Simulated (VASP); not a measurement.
# Pt (P6/mmm) in VASP: a series of runs, part 3 of 3

VASP 6.6.1.

### 6 Single point, PBE

Input file INCAR:

```
SYSTEM = Pt
ALGO = Normal ; EDIFF = 1E-6
ENCUT = 520 ; GGA = PE
ISIF = 2 ; ISMEAR = -1
LASPH = .True. ; LCHARG = .False.
LREAL = .False. ; LWAVE = .False.
NBANDS = 22 ; NELM = 100
PREC = Accurate ; SIGMA = 0.1
```

Input file KPOINTS:

```
k-points
0
Gamma
  11 11 15
  0 0 0
```

Input file POSCAR:

```
Pt
1.0
    4.5339875526      0.0000000000      0.0000000000
   -2.2669937763      3.9265484010      0.0000000000
    0.0000000000      0.0000000000      2.7029704986
Pt
3
Direct
    0.0000000000      0.0000000000      0.0000000000
    0.3333333333      0.6666666667      0.5000000000
    0.6666666667      0.3333333333      0.5000000000
```

Potentials or basis: VASP PAW PBE potentials, release 64 (Pt).

Launch:

```bash
cat potpaw_PBE.64/Pt/POTCAR > POTCAR
mpirun -np 1 vasp_std > vasp.out
```

Run time: 98 s. Hardware: 1 thread of Intel Xeon 8259CL, shared host; peak memory 0.24 GiB.

The run converged. Its results:

| Property | Result |
| --- | --- |
| Free energy | -17.9540 eV |
| Pressure | -0.5 GPa |
| Band gap on the k mesh | zero (bands 15 and 16 overlap by 1.29 eV) |

Stress tensor (GPa, compression positive):
```
-0.59  0.00  0.00
 0.00 -0.59  0.00
 0.00  0.00 -0.36
```

Levels at points of the mesh, in eV from the Fermi level:
| k point | band 11 | band 12 | band 13 | band 14 | band 15 | band 16 | band 17 | band 18 | band 19 | band 20 |
| --- | --- | --- | --- | --- | --- | --- | --- | --- | --- | --- |
| (0.00, 0.00, 0.00) | -1.90 | -1.90 | -1.77 | -1.77 | 0.31 | 0.31 | 4.89 | 5.84 | 7.21 | 7.21 |

Caveat: spin-orbit coupling is left out, which moves the levels of the heavy elements.

### 7 Relaxation of cell and atoms, PBE

This run uses another cell than the first one, of 15.09 Å³/atom.

Input file INCAR:

```
ALGO = Normal
EDIFF = 1E-6
EDIFFG = -0.01
ENCUT = 600
GGA = PE
IBRION = 2
ISIF = 3
ISMEAR = -1
LASPH = T
LCHARG = F
LREAL = F
LWAVE = F
NELM = 80
NSW = 80
PREC = Accurate
SIGMA = 0.1
```

Input file KPOINTS:

```
k-points
0
Gamma
  8 8 12
```

Input file POSCAR:

```
Pt
1.0
    4.4020276304      0.0000000000      0.0000000000
   -2.2010138152      3.8122677561      0.0000000000
    0.0000000000      0.0000000000      2.6984429374
Pt
3
Direct
    0.0000000000      0.0000000000      0.0000000000
    0.3333333333      0.6666666667      0.5000000000
    0.6666666667      0.3333333333      0.5000000000
```

Launch:

```bash
cat potpaw_PBE.64/Pt/POTCAR > POTCAR
mpirun -np 1 vasp_std > vasp.out
```

Run time: 6.4 min. Hardware: 1 thread of Intel Xeon 8259CL, shared host; peak memory 0.23 GiB.

It converged, with:

* Free energy: -17.9607 eV
* Relaxed volume: 16.01 Å³/atom
* Relaxed cell: a = 4.531 Å, b = 4.531 Å, c = 2.701 Å, α = 90.00°, β = 90.00°, γ = 120.00°
* Space group after relaxing (to 0.1 Å): P6/mmm (No. 191)
* Energy gained by relaxing: 53.5 meV/atom
* Ionic steps: 9
* Pressure after relaxing: 0.0 GPa
* Band gap on the k mesh: zero (bands 15 and 16 overlap by 1.37 eV)

Step by step:
```tsv
step	energy change (eV)	largest force (eV/Å)	pressure (GPa)	volume (Å³)
1	0.0000	0.0000	16.56	45.28
2	0.5764	0.0000	-23.73	56.26
3	-0.1533	0.0000	-1.62	48.38
4	-0.1540	0.0000	-0.79	48.21
5	-0.1540	0.0000	-0.50	48.15
6	-0.1595	0.0000	0.59	47.91
7	-0.1605	0.0000	0.25	47.98
8	-0.1604	0.0000	-0.40	48.11
9	-0.1605	0.0000	0.01	48.03
```

Final structure:
```yaml
crystal:
  lattice:
    - [4.53089, 0.00000, 0.00000]
    - [-2.26545, 3.92387, 0.00000]
    - [0.00000, 0.00000, 2.70138]
  atoms:
    - { symbol: Pt, position: [0.00000, 0.00000, 0.00000] }
    - { symbol: Pt, position: [0.33333, 0.66667, 0.50000] }
    - { symbol: Pt, position: [0.66667, 0.33333, 0.50000] }
```

Levels at points of the mesh, in eV from the Fermi level:
| k point | band 11 | band 12 | band 13 | band 14 | band 15 | band 16 | band 17 | band 18 | band 19 |
| --- | --- | --- | --- | --- | --- | --- | --- | --- | --- |
| (0.00, 0.00, 0.00) | -1.91 | -1.91 | -1.78 | -1.78 | 0.31 | 0.31 | 4.90 | 5.84 | 7.21 |
| (0.50, 0.00, 0.00) | -1.60 | -0.92 | -0.33 | -0.31 | -0.30 | -0.26 | 0.06 | 0.35 | 5.76 |
| (0.00, 0.00, 0.50) | -0.53 | -0.53 | -0.16 | -0.16 | 1.11 | 2.29 | 2.69 | 7.83 | 8.45 |
| (0.50, 0.00, 0.50) | -1.74 | -0.89 | -0.43 | 0.12 | 0.68 | 2.03 | 2.70 | 5.44 | 5.48 |

Caveat: spin-orbit coupling is left out, which moves the levels of the heavy elements.

### 8 The runs side by side

| task | cell | k mesh | cutoff (eV) | gap on the mesh (eV) | pressure (GPa) |
| --- | --- | --- | --- | --- | --- |
| single point | a = 4.534, b = 4.534, c = 2.703 Å, angles 90.0, 90.0, 120.0°, 3 atoms | 9 × 9 × 13 | 520 | none | -0.5 |
| single point | a = 4.594, b = 4.594, c = 2.739 Å, angles 90.0, 90.0, 120.0°, 3 atoms | 9 × 9 × 13 | 520 | none | -8.6 |
| single point | a = 4.652, b = 4.652, c = 2.773 Å, angles 90.0, 90.0, 120.0°, 3 atoms | 9 × 9 × 13 | 520 | none | -14.8 |
| single point | a = 4.709, b = 4.709, c = 2.807 Å, angles 90.0, 90.0, 120.0°, 3 atoms | 9 × 9 × 13 | 520 | none | -19.6 |
| single point | a = 4.534, b = 4.534, c = 2.703 Å, angles 90.0, 90.0, 120.0°, 3 atoms | 11 × 11 × 15 | 520 | none | -0.5 |
| relaxation of cell and atoms | relaxed from a = 4.402, b = 4.402, c = 2.698 Å, angles 90.0, 90.0, 120.0°, 3 atoms | 8 × 8 × 12 | 600 | none | 0.0 |

Alike in all rows: level PBE; potentials or basis VASP PAW PBE potentials, release 64 (Pt); no spin polarisation; smearing fermi-dirac 0.1 eV.

Caveats: spin-orbit coupling is left out, which moves the levels of the heavy elements; the cell stands under tension (at least some runs).

Absolute energies hang on the potentials; compare differences alone.
